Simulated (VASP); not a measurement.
# Pd (Fm-3m) in VASP: further runs, part 2 of 2

VASP 6.6.1.

## Step 3: Relaxation of cell and atoms, r2SCAN

This run uses another cell than the first one, of 15.03 Å³/atom.

File POSCAR:

```
Pd
1.0
    0.0000000000      1.9586507900      1.9586507900
    1.9586507900      0.0000000000      1.9586507900
    1.9586507900      1.9586507900      0.0000000000
Pd
1
Direct
    0.0000000000      0.0000000000      0.0000000000
```

File INCAR.step1:

```
ALGO = Normal
EDIFF = 1E-4
ENCUT = 600
GGA = PE
ISMEAR = 0
LASPH = True
LCHARG = False
LREAL = False
LWAVE = True
NELM = 80
PREC = Accurate
SIGMA = 0.1
```

File INCAR.step2:

```
ALGO = Normal
EDIFF = 1E-7
EDIFFG = -0.005
ENCUT = 600
IBRION = 2
ISIF = 3
ISMEAR = 0
ISTART = 1
LASPH = True
LCHARG = False
LMIXTAU = True
LREAL = False
LWAVE = False
METAGGA = R2SCAN
NELM = 80
NSW = 100
PREC = Accurate
SIGMA = 0.1
```

File KPOINTS:

```
k-points
0
Gamma
  18 18 18
```

Potentials or basis: VASP PAW PBE potentials, release 64 (Pd).

Command:

```
cat potpaw_PBE.64/Pd/POTCAR > POTCAR
cp INCAR.step1 INCAR
mpirun -np 1 vasp_std > vasp.out
cp INCAR.step2 INCAR
mpirun -np 1 vasp_std > vasp.out
```

OUTCAR:

```text
EDIFF = 1E-7
   EDIFFG = -0.005
   ENCUT = 600
   IBRION = 2
   ISIF = 3
   ISMEAR = 0
   ISTART = 1
   LASPH = True
   LREAL = False
   METAGGA = R2SCAN
   NELM = 80
   NSW = 100
   PREC = Accurate

 ion  position               nearest neighbor table
   1  0.000  0.000  0.000-

  LATTYP: Found a face centered cubic cell.
 ALAT       =     3.9173015800

  Lattice vectors:

 A1 = (   0.0000000000,   1.9586507900,   1.9586507900)
 A2 = (   1.9586507900,   0.0000000000,   1.9586507900)
 A3 = (   1.9586507900,   1.9586507900,   0.0000000000)

Analysis of symmetry for initial positions (statically):
=====================================================================
 Subroutine PRICEL returns:
 Original cell was already a primitive cell.

 Routine SETGRP: Setting up the symmetry group for a
 face centered cubic supercell.

 Subroutine GETGRP returns: Found 48 space group operations
 (whereof 48 operations were pure point group operations)
 out of a pool of 48 trial point group operations.

The static configuration has the point symmetry O_h .

Analysis of symmetry for dynamics (positions and initial velocities):
=====================================================================
 Subroutine PRICEL returns:
 Original cell was already a primitive cell.

 Routine SETGRP: Setting up the symmetry group for a
 face centered cubic supercell.

 Subroutine GETGRP returns: Found 48 space group operations
 (whereof 48 operations were pure point group operations)
 out of a pool of 48 trial point group operations.

The dynamic configuration has the point symmetry O_h .

 Subroutine INISYM returns: Found 48 space group operations
 (whereof 48 operations are pure point group operations),
 and found     1 'primitive' translations

----------------------------------------------------------------------------------------

                                     Primitive cell

[... 126 lines left out ...]
   NGX = 11   NGY = 11   NGZ = 11

--------------------------------------- Ionic step        1  -------------------------------------------

 number of electron       9.9999999 magnetization

 Free energy of the ion-electron system (eV)
  ---------------------------------------------------
  ext. energy  EPLUGINS =         0.00000000
  ---------------------------------------------------
  free energy    TOTEN  =       -22.95430705 eV

  energy without entropy =      -22.94326304  energy(sigma->0) =      -22.94878505

------------------------ aborting loop because EDIFF is reached ----------------------------------------

  FORCE on cell =-STRESS in cart. coord.  units (eV):
  Direction    XX          YY          ZZ          XY          YZ          ZX
  --------------------------------------------------------------------------------------
  -------------------------------------------------------------------------------------
  Total       -0.0704247     -0.0704247     -0.0704247      0.0000000      0.0000000      0.0000000
  in kB       -7.5081729     -7.5081729     -7.5081729      0.0000000      0.0000000      0.0000000
  external PRESSURE =      -7.5081729 kB  Pullay stress =       0.0000000 kB
[... 57 lines left out ...]
--------------------------------------- Ionic step        3  -------------------------------------------

 number of electron       9.9999999 magnetization

 Free energy of the ion-electron system (eV)
  ---------------------------------------------------
  ext. energy  EPLUGINS =         0.00000000
  ---------------------------------------------------
  free energy    TOTEN  =       -22.95445654 eV

  energy without entropy =      -22.94346534  energy(sigma->0) =      -22.94896094

 E-fermi :   9.3652     XC(G=0): -14.0246

 val. band max:        9.3495694500   @ k =   0.5000   0.1111   0.0000
 cond. band min:       9.3729719511   @ k =  -0.4444   0.3889   0.1111
 fundamental gap:      0.0234025012
 Fermi energy:         9.3651563657

 k-point     1 :       0.0000    0.0000    0.0000
  band No.  band energies     occupation
      1       2.2928      2.00000
      2       6.5161      2.00000
      3       6.5161      2.00000
      4       6.5161      2.00000
      5       8.0877      2.00000
      6       8.0877      2.00000
      7      27.3814      0.00000
      8      31.8729      0.00000
      9      32.2842      0.00000
[... 265 lines left out ...]
 k-point    24 :      -0.2222    0.0556    0.0000
  band No.  band energies     occupation
      1       4.0100      2.00000
      2       6.3323      2.00000
      3       6.8380      2.00000
      4       6.8664      2.00000
      5       7.9876      2.00000
      6       8.5230      2.00000
      7      24.9008      0.00000
      8      28.4348      0.00000
      9      31.8727      0.00000

 [... further k-points ...]

------------------------ aborting loop because EDIFF is reached ----------------------------------------

  FORCE on cell =-STRESS in cart. coord.  units (eV):
  Direction    XX          YY          ZZ          XY          YZ          ZX
  --------------------------------------------------------------------------------------
  -------------------------------------------------------------------------------------
  Total        0.0024315      0.0024315      0.0024315      0.0000000      0.0000000     -0.0000000
  in kB        0.2603161      0.2603161      0.2603161      0.0000000      0.0000000     -0.0000000
  external PRESSURE =       0.2603161 kB  Pullay stress =       0.0000000 kB
[... 16 lines left out ...]
  FREE ENERGIE OF THE ION-ELECTRON SYSTEM (eV)
  ---------------------------------------------------
  free  energy   TOTEN  =       -22.9544565435 eV

  energy  without entropy=      -22.9434653398  energy(sigma->0) =      -22.94896094

 reached required accuracy - stopping structural energy minimisation
```

OUTCAR.step1:

```text
EDIFF = 1E-4
   ENCUT = 600
   GGA = PE
   ISMEAR = 0
   LASPH = True
   LREAL = False
[... 505 lines left out ...]

 POSITION                                       TOTAL-FORCE (eV/Angst)
 -----------------------------------------------------------------------------------
      0.00000      0.00000      0.00000        -0.000000      0.000000      0.000000
 -----------------------------------------------------------------------------------
    total drift:                               -0.000000      0.000000     -0.000000

  FREE ENERGIE OF THE ION-ELECTRON SYSTEM (eV)
  ---------------------------------------------------
  free  energy   TOTEN  =        -5.2235791795 eV

  energy  without entropy=       -5.2116349028  energy(sigma->0) =       -5.21760704
```

It took 7 min on 1 thread of Intel Xeon 8259CL, shared host; peak memory 0.18 GiB.

What came out:

```yaml
Free_energy: -22.9545 eV
Relaxed_volume: 14.97 Å³/atom
Relaxed_cell: a = 2.766 Å, b = 2.766 Å, c = 2.766 Å, α = 60.00°, β = 60.00°, γ = 60.00°
Space_group_after_relaxing_to_0.1_Å: Fm-3m (No. 225)
Energy_gained_by_relaxing: 0.1 meV/atom
Ionic_steps: 3
Pressure_after_relaxing: 0.0 GPa
Band_gap_on_the_k_mesh: zero (bands 5 and 6 overlap by 1.64 eV)
```

Step by step:
```tsv
step	energy change (eV)	largest force (eV/Å)	pressure (GPa)	volume (Å³)
1	0.0000	0.0000	-0.75	15.03
2	0.0002	0.0000	1.17	14.88
3	-0.0001	0.0000	0.03	14.97
```

Final structure:
```yaml
crystal:
  lattice:
    - [0.00000, 1.95593, 1.95593]
    - [1.95593, 0.00000, 1.95593]
    - [1.95593, 1.95593, 0.00000]
  atoms:
    - { symbol: Pd, position: [0.00000, 0.00000, 0.00000] }
```

Levels at points of the mesh, in eV from the Fermi level:
```
           k point  band 3  band 4  band 5  band 6  band 7  band 8
(0.00, 0.00, 0.00)   -2.85   -2.85   -1.28   -1.28   18.02   22.51
(0.50, 0.00, 0.00)   -2.92   -0.04   -0.04    1.32    7.59   17.41
(0.50, 0.50, 0.00)   -0.10    0.30    0.30    3.66   11.16   13.85
```

Caveat: the PAW data sets were made with another functional, which shifts forces and pressure a little.

The gap in the log of VASP goes by the Fermi energy; the results here count the filled bands.